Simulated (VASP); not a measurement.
Write the native input for VASP 6.6.1 that does the following.

| Item | Value |
| --- | --- |
| Task | single point |
| Functional | PBE |
| Potentials or basis | VASP PAW PBE potentials, release 64 (Ta_pv, Si) |
| Cutoff | 520 eV |
| k mesh | 11 × 11 × 7 |
| Occupations | fermi-dirac, width 0.05 eV |
| Spin | no spin polarisation |
| Dipole correction | no |
| Further INCAR settings | ALGO = Normal; EDIFF = 1e-06; NBANDS = 38 |

The structure of TaSi2 lies in POSCAR:

```
TaSi2
1.0
    4.7517927817      0.0000000000      0.0000000000
   -2.3758963908      4.1151732625      0.0000000000
    0.0000000000      0.0000000000      6.5259047116
Ta Si
3 6
Direct
    0.5000000000      0.0000000000      0.0000000000
    0.5000000000      0.5000000000      0.6666666667
    0.0000000000      0.5000000000      0.3333333333
    0.1589700000      0.3179400000      0.0000000000
    0.8410300000      0.1589700000      0.6666666667
    0.6820600000      0.8410300000      0.3333333333
    0.8410300000      0.6820600000      0.0000000000
    0.1589700000      0.8410300000      0.6666666667
    0.3179400000      0.1589700000      0.3333333333
```

The input as run:

INCAR

```
ALGO = Normal
EDIFF = 1E-6
ENCUT = 520
GGA = PE
ISIF = 2
ISMEAR = -1
LASPH = T
LCHARG = F
LREAL = F
LWAVE = F
NBANDS = 38
NELM = 100
PREC = Accurate
SIGMA = 0.05
```

KPOINTS

```
k-points
0
Gamma
  11 11 7
```

Potentials or basis: VASP PAW PBE potentials, release 64 (Ta_pv, Si).

Command:

```sh
$ cat potpaw_PBE.64/Ta_pv/POTCAR potpaw_PBE.64/Si/POTCAR > POTCAR
$ mpirun -np 1 vasp_std > vasp.out
```

Results of the run:

| Quantity | Value |
| --- | --- |
| Pressure | 6.8 GPa |
| Largest force | 0.004 eV/Å |
| Band gap on the k mesh | zero (an odd number of electrons rules out a gap without spin polarisation) |

Caveat: the cell stands under pressure; spin-orbit coupling is left out, which moves the levels of the heavy elements.

It took 100 s on 1 thread of Intel(R) Xeon(R) 6975P-C (Granite Rapids), with other jobs on the host, peak memory 0.39 GiB.
